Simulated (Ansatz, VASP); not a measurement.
Two plane-wave programs on HfO2

POSCAR

```
HfO2
1.0
    0.0000000000      2.6853750000      2.6853750000
    2.6853750000      0.0000000000      2.6853750000
    2.6853750000      2.6853750000      0.0000000000
Hf O
1 2
Direct
    0.0000000000      0.0000000000      0.0000000000
    0.2500000000      0.2500000000      0.2500000000
    0.7500000000      0.7500000000      0.7500000000
```

INCAR.step1

```
PREC     = Accurate       # precision mode
ENCUT    = 520            # plane-wave cutoff, eV
ISMEAR   = 0              # smearing method
SIGMA    = 0.05           # smearing width, eV
LREAL    = F              # projectors in reciprocal space
LASPH    = T              # aspherical terms in the spheres
NELM     = 100            # most SCF steps
NBANDS   = 18             # bands
GGA      = PE             # functional
ALGO     = Normal         # electronic algorithm
EDIFF    = 1E-4           # SCF threshold, eV
LWAVE    = T              # write WAVECAR
LCHARG   = F              # write CHGCAR
```

Contents of INCAR.step2:

```
PREC     = Accurate       # precision mode
ENCUT    = 520            # plane-wave cutoff, eV
EDIFF    = 1E-6           # SCF threshold, eV
ISMEAR   = 0              # smearing method
SIGMA    = 0.05           # smearing width, eV
LREAL    = F              # projectors in reciprocal space
LASPH    = T              # aspherical terms in the spheres
NELM     = 100            # most SCF steps
ALGO     = Normal         # electronic algorithm
ISIF     = 2              # what is computed and relaxed
LWAVE    = F              # write WAVECAR
LCHARG   = F              # write CHGCAR
METAGGA  = R2SCAN         # meta-GGA
LMIXTAU  = T            
NBANDS   = 18             # bands
ISTART   = 1
```

File KPOINTS:

```
Automatic mesh
0
Gamma
  8 8 8
```

Input for Ansatz:

```yaml
crystal:
  lattice:
    - [0.0, 2.685375, 2.685375]
    - [2.685375, 0.0, 2.685375]
    - [2.685375, 2.685375, 0.0]
  atoms:
    - { symbol: Hf, position: [0.0, 0.0, 0.0] }
    - { symbol: O, position: [0.25, 0.25, 0.25] }
    - { symbol: O, position: [0.75, 0.75, 0.75] }
basis:
  ecutwfc: 500
kpoints:
  mp_grid: { grid: [8, 8, 8] }
hamiltonian:
  xc: r2scan
scf:
  occupations: { method: gaussian, width: 0.05 }
output:
  forces: true
  stress: true
  eigenvalues: true
  write_density: true
  write_potential: true
  elf: true
  volumetric_format: npy
```

Change from the starting cell: strain +0.050 along x and y, +0.050 along z, atoms carried along.

Alike in both runs: task single point; functional r2SCAN; k mesh 8 × 8 × 8; occupations gaussian, width 0.05 eV; no spin polarisation.

```csv
,VASP,Ansatz
version,VASP 6.6.1,Ansatz 0.2.0
potentials or method,"VASP PAW PBE potentials, release 64 (Hf_pv, O), cutoff 520 eV","scalar-relativistic, plane waves, PAW"
valence electrons in the cell,22,38
```

Ansatz gave:

* gap on the k mesh at the Fermi level (eV): 3.79
* least direct gap on the mesh (eV): 3.79
* pressure (GPa): -33.4

Q: What did VASP give for the same quantities?

A: gap on the k mesh at the Fermi level (eV): 3.77; least direct gap on the mesh (eV): 3.77; pressure (GPa): -35.8.

VASP's potentials were made for PBE, not for r2SCAN. Both programs put the cell under strong tension, so it lies far from rest at this level. VASP's potentials hold 22 valence electrons a cell and Ansatz's 38, so a difference there can come from the potentials and not from the codes.

Spin-orbit coupling is off throughout. Noted on VASP's run: the cell as given lies far from equilibrium.
